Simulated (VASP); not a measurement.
# W (Im-3m) in VASP: single point with PBE

Aim: the single point of W with PBE.

Program: VASP 6.6.1. These are calculated values, not measurements. Logs are shortened: lines on timing, memory, paths and dates and some standing lists are left out, and cuts for length are marked.

## 1. The cell of the first run

It takes space group Im-3m (No. 229, cubic). The conventional cell has a = 3.183 Å, b = 3.183 Å, c = 3.183 Å, α = 90.00°, β = 90.00°, γ = 90.00°. W (site symmetry m-3m) has 14 W at 2.76 to 3.18 Å within 3.6 Å.

## 2. Single point, PBE

INCAR

```
PREC = Accurate
ENCUT = 500
EDIFF = 1E-6
ISMEAR = -1
SIGMA = 0.13605693000000002
LREAL = False
LASPH = True
NELM = 120
ALGO = Normal
ISIF = 2
LWAVE = False
LCHARG = False
GGA = PE
NBANDS = 13
GGA_COMPAT = False
```

KPOINTS

```
regular mesh
0
Gamma
  14 14 14
```

POSCAR

```
W
1.0
   -1.5916886717      1.5916886717      1.5916886717
    1.5916886717     -1.5916886717      1.5916886717
    1.5916886717      1.5916886717     -1.5916886717
W
1
Direct
    0.0000000000      0.0000000000      0.0000000000
```

Potentials or basis: VASP PAW PBE potentials, release 64 (W_sv).

Started as:

```console
$ cat potpaw_PBE.64/W_sv/POTCAR > POTCAR
$ mpirun -np 1 vasp_std > vasp.out
```

OUTCAR:

```text
PREC = Accurate
   ENCUT = 500
   EDIFF = 1E-6
   ISMEAR = -1
   LREAL = False
   LASPH = True
   NELM = 120
   ISIF = 2
   GGA = PE

 ion  position               nearest neighbor table
   1  0.000  0.000  0.000-

  LATTYP: Found a body centered cubic cell.
 ALAT       =     3.1833773434

  Lattice vectors:

 A1 = (  -1.5916886717,   1.5916886717,   1.5916886717)
 A2 = (   1.5916886717,  -1.5916886717,   1.5916886717)
 A3 = (   1.5916886717,   1.5916886717,  -1.5916886717)

Analysis of symmetry for initial positions (statically):
=====================================================================
 Subroutine PRICEL returns:
 Original cell was already a primitive cell.

 Routine SETGRP: Setting up the symmetry group for a
 body centered cubic supercell.

 Subroutine GETGRP returns: Found 48 space group operations
 (whereof 48 operations were pure point group operations)
 out of a pool of 48 trial point group operations.

The static configuration has the point symmetry O_h .

Analysis of symmetry for dynamics (positions and initial velocities):
=====================================================================
 Subroutine PRICEL returns:
 Original cell was already a primitive cell.

 Routine SETGRP: Setting up the symmetry group for a
 body centered cubic supercell.

 Subroutine GETGRP returns: Found 48 space group operations
 (whereof 48 operations were pure point group operations)
 out of a pool of 48 trial point group operations.

The dynamic configuration has the point symmetry O_h .

 Subroutine INISYM returns: Found 48 space group operations
 (whereof 48 operations are pure point group operations),
 and found     1 'primitive' translations

----------------------------------------------------------------------------------------

                                     Primitive cell

  volume of cell :      16.1300

  direct lattice vectors                    reciprocal lattice vectors
    -1.591688672  1.591688672  1.591688672     0.000000000  0.314131783  0.314131783
     1.591688672 -1.591688672  1.591688672     0.314131783  0.000000000  0.314131783
     1.591688672  1.591688672 -1.591688672     0.314131783  0.314131783  0.000000000

  length of vectors
     2.756885649  2.756885649  2.756885649     0.444249428  0.444249428  0.444249428

  position of ions in fractional coordinates (direct lattice)
     0.000000000  0.000000000  0.000000000

  ion indices of the primitive-cell ions
   primitive index   ion index
                 1           1

----------------------------------------------------------------------------------------

 KPOINTS: regular mesh

Automatic generation of k-mesh.
 Grid dimensions read from file:
 generate k-points for:   14   14   14

 Generating k-lattice:

  Cartesian coordinates                     Fractional coordinates (reciprocal lattice)
     0.000000000  0.022437984  0.022437984     0.071428571  0.000000000  0.000000000
     0.022437984  0.000000000  0.022437984     0.000000000  0.071428571  0.000000000
     0.022437984  0.022437984  0.000000000     0.000000000  0.000000000  0.071428571

  Length of vectors
     0.031732102  0.031732102  0.031732102

  Shift w.r.t. Gamma in fractional coordinates (k-lattice)
     0.000000000  0.000000000  0.000000000

 Subroutine IBZKPT returns following result:
 ===========================================

 Found    104 irreducible k-points:

 Following reciprocal coordinates:
            Coordinates               Weight
  0.000000  0.000000  0.000000      1.000000
  0.071429  0.000000  0.000000     12.000000
  0.142857  0.000000  0.000000     12.000000
  0.214286  0.000000  0.000000     12.000000
  0.285714  0.000000  0.000000     12.000000
  0.357143  0.000000  0.000000     12.000000
[... 16 lines left out ...]
  0.285714  0.285714  0.000000     24.000000
  0.357143  0.285714  0.000000     24.000000
 [... further k-points ...]
   k-points           NKPTS =    104   k-points in BZ     NKDIM =    104   number of bands    NBANDS=     13
   number of dos      NEDOS =    301   number of ions     NIONS =      1
   total plane-waves  NPLWV =   8000
   dimension x,y,z NGX =    20 NGY =   20 NGZ =   20
   dimension x,y,z NGXF=    40 NGYF=   40 NGZF=   40
   ions per type =               1
   NGX,Y,Z   is equivalent  to a cutoff of  12.06, 12.06, 12.06 a.u.
   NGXF,Y,Z  is equivalent  to a cutoff of  24.12, 24.12, 24.12 a.u.
 SYSTEM =  unknown system
   PREC   = accura    normal or accurate (medium, high low for compatibility)
   ISTART =      0    job   : 0-new  1-cont  2-samecut
   ICHARG =      2    charge: 1-file 2-atom 10-const
   ISPIN  =      1    spin polarized calculation?
   LNONCOLLINEAR =      F non collinear calculations
   LSORBIT =      F    spin-orbit coupling
   LASPH  =      T    aspherical Exc in radial PAW
   ENCUT  =  500.0 eV  36.75 Ry    6.06 a.u.   5.03  5.03  5.03*2*pi/ulx,y,z
   NELM   =    120;   NELMIN=  2; NELMDL= -5     # of ELM steps
   EDIFF  = 0.1E-05   stopping-criterion for ELM
   LREAL  =      F    real-space projection
[... 7 lines left out ...]
   TEBEG  =    0.0;   TEEND  =   0.0 temperature during run
   PSTRESS=    0.0 pullay stress
   NELECT =      14.0000    total number of electrons
   NUPDOWN=      -1.0000    fix difference up-down
   EMIN   =  10.00;   EMAX   =-10.00  energy-range for DOS
   EFERMI =   0.00;   METHOD = LEGACY
   ISMEAR =    -1;   SIGMA  =   0.14  broadening in eV -4-tet -1-fermi 0-gaus
   EFERMI_NEDOS =   21; number of points for ismear=-14 and -15
   IALGO  =     38    algorithm
   IMIX   =      4    mixing-type and parameters
     AMIX     =   0.40;   BMIX     =  1.00
     AMIX_MAG =   1.60;   BMIX_MAG =  1.00
  volume/ion in A,a.u.               =      16.13       108.85
  Fermi-wavevector in a.u.,A,eV,Ry     =   1.561610  2.951016 33.179539  2.438627
  Thomas-Fermi vector in A             =   2.664651
   LORBIT       =      0    0 simple, 1 ext, 2 COOP (PROOUT), +10 PAW based schemes
   GGA     = PE    functional components
   LHFCALC =     F    Hartree Fock is set to
   AEXX    =    0.0000 exact exchange contribution
   IVDW    =     0    specifies the selected vdW correction
   LEPSILON=     F    determine dielectric tensor
   LRPA    =     F    only Hartree local field effects (RPA)
 non-spin polarized calculation
  energy-cutoff  :      500.00
  volume of cell :       16.13
 maximum number of plane-waves:       422
   NGX =  9   NGY =  9   NGZ =  9

 number of electron      14.0000000 magnetization

 Free energy of the ion-electron system (eV)
  ---------------------------------------------------
  ext. energy  EPLUGINS =         0.00000000
  ---------------------------------------------------
  free energy    TOTEN  =       -12.96515789 eV

  energy without entropy =      -12.93247719  energy(sigma->0) =      -12.94881754

 E-fermi :  11.2293     XC(G=0): -13.5426

 val. band max:       11.2080877272   @ k =   0.5000   0.5000   0.2143
 cond. band min:      11.2854262289   @ k =  -0.4286   0.5000   0.2857
 fundamental gap:      0.0773385017
 Fermi energy:        11.2293415789

 k-point     1 :       0.0000    0.0000    0.0000
  band No.  band energies     occupation
      1     -63.0134      2.00000
      2     -26.6005      2.00000
      3     -26.6005      2.00000
      4     -26.6005      2.00000
      5       1.6526      2.00000
      6       9.9926      1.99977
      7       9.9926      1.99977
      8       9.9926      1.99977
      9      13.4136      0.00000
     10      13.4136      0.00000
     11      25.6705      0.00000
     12      25.6705      0.00000
     13      25.6705      0.00000

 k-point     2 :       0.0714    0.0000    0.0000
  band No.  band energies     occupation
      1     -63.0074      2.00000
      2     -26.6654      2.00000
      3     -26.6209      2.00000
      4     -26.6008      2.00000
      5       1.8938      2.00000
      6       9.8470      1.99992
      7       9.9574      1.99983
      8      10.2253      1.99875
      9      13.1883      0.00000
     10      13.4157      0.00000
     11      25.8725      0.00000
     12      26.0815      0.00000
     13      26.2477      0.00000

 k-point     3 :       0.1429    0.0000    0.0000
  band No.  band energies     occupation
      1     -62.9903      2.00000
      2     -26.8443      2.00000
      3     -26.6774      2.00000
      4     -26.6016      2.00000
      5       2.5730      2.00000
      6       9.4642      2.00000
      7       9.7893      1.99995
      8      10.9112      1.82404
      9      12.8074      0.00002
     10      13.4400      0.00000
     11      26.2928      0.00000
     12      27.2557      0.00000
     13      27.5360      0.00000

 k-point     4 :       0.2143    0.0000    0.0000
  band No.  band energies     occupation
      1     -62.9655      2.00000
      2     -27.0956      2.00000
      3     -26.7582      2.00000
      4     -26.6028      2.00000
      5       3.5380      2.00000
      6       8.9648      2.00000
      7       9.4794      1.99999
      8      12.0100      0.00642
      9      12.7135      0.00004
     10      13.5246      0.00000
     11      26.2573      0.00000
     12      28.0507      0.00000
     13      29.0563      0.00000

 k-point     5 :       0.2857    0.0000    0.0000
  band No.  band energies     occupation
      1     -62.9378      2.00000
      2     -27.3654      2.00000
      3     -26.8465      2.00000
      4     -26.6042      2.00000
      5       4.4683      2.00000
      6       8.4682      2.00000
      7       9.3964      2.00000
      8      12.9389      0.00001
      9      13.4442      0.00000
     10      13.6944      0.00000
     11      25.2670      0.00000
     12      26.5700      0.00000
     13      31.3264      0.00000
[... 257 lines left out ...]
 k-point    22 :       0.3571    0.2143    0.0000
  band No.  band energies     occupation
      1     -62.8798      2.00000
      2     -27.6469      2.00000
      3     -27.1864      2.00000
      4     -26.7312      2.00000
      5       6.3396      2.00000
      6       7.9902      2.00000
      7       9.5781      1.99999
      8      13.2052      0.00000
      9      14.4618      0.00000
     10      19.4033      0.00000
     11      20.3946      0.00000
     12      24.3350      0.00000
     13      27.1965      0.00000

 k-point    23 :       0.2857    0.2857    0.0000
  band No.  band energies     occupation
      1     -62.8785      2.00000
      2     -27.5809      2.00000
      3     -27.2590      2.00000
      4     -26.7466      2.00000
      5       6.7257      2.00000
      6       8.0836      2.00000
      7       9.0401      2.00000
      8      13.3846      0.00000
      9      14.2063      0.00000
     10      19.7562      0.00000
     11      20.3352      0.00000
     12      24.2833      0.00000
     13      27.6525      0.00000

 k-point    24 :       0.3571    0.2857    0.0000
  band No.  band energies     occupation
      1     -62.8746      2.00000
      2     -27.5347      2.00000
      3     -27.3494      2.00000
      4     -26.7531      2.00000
      5       6.8296      2.00000
      6       8.2413      2.00000
      7       8.9242      2.00000
      8      13.6294      0.00000
      9      14.2100      0.00000
     10      19.3501      0.00000
     11      21.1959      0.00000
     12      23.2286      0.00000
     13      28.1157      0.00000

 [... further k-points ...]
[... 5 lines left out ...]
  --------------------------------------------------------------------------------------
  -------------------------------------------------------------------------------------
  Total        0.0732788      0.0732788      0.0732788     -0.0000000     -0.0000000      0.0000000
  in kB        7.2787143      7.2787143      7.2787143     -0.0000000     -0.0000000      0.0000000
  external PRESSURE =       7.2787143 kB  Pullay stress =       0.0000000 kB

 VOLUME and BASIS-vectors are now :
 -----------------------------------------------------------------------------
  energy-cutoff  :      500.00
  volume of cell :       16.13
      direct lattice vectors                 reciprocal lattice vectors
    -1.591688672  1.591688672  1.591688672     0.000000000  0.314131783  0.314131783
     1.591688672 -1.591688672  1.591688672     0.314131783  0.000000000  0.314131783
     1.591688672  1.591688672 -1.591688672     0.314131783  0.314131783  0.000000000

 POSITION                                       TOTAL-FORCE (eV/Angst)
 -----------------------------------------------------------------------------------
      0.00000      0.00000      0.00000         0.000000      0.000000     -0.000000
 -----------------------------------------------------------------------------------
    total drift:                                0.000000     -0.000000      0.000000

  FREE ENERGIE OF THE ION-ELECTRON SYSTEM (eV)
  ---------------------------------------------------
  free  energy   TOTEN  =       -12.9651578932 eV

  energy  without entropy=      -12.9324771894  energy(sigma->0) =      -12.94881754
```

Run time: 8 s. Hardware: 1 thread of AMD EPYC 9R45 (Zen 5), shared host; peak memory 0.11 GiB.

Results:

```
Free energy            : -12.9652 eV
Pressure               : 0.7 GPa
Band gap on the k mesh : zero (band 7 reaches 16.23 eV, above the bottom of band 8 at 9.99 eV)
```

Levels at points of the mesh, in eV from the Fermi level:
```csv
k point,band 3,band 4,band 5,band 6,band 7,band 8,band 9,band 10,band 11,band 12
"(0.00, 0.00, 0.00)",-37.83,-37.83,-9.58,-1.24,-1.24,-1.24,2.18,2.18,14.44,14.44
"(0.50, 0.00, 0.00)",-38.23,-37.84,-6.20,-3.52,0.58,2.07,3.03,5.96,10.77,11.41
"(0.50, 0.50, 0.50)",-38.68,-38.68,-5.73,-5.73,5.00,5.00,5.00,8.07,8.07,8.07
```

Caveat: spin-orbit coupling is left out, which moves the levels of the heavy elements.
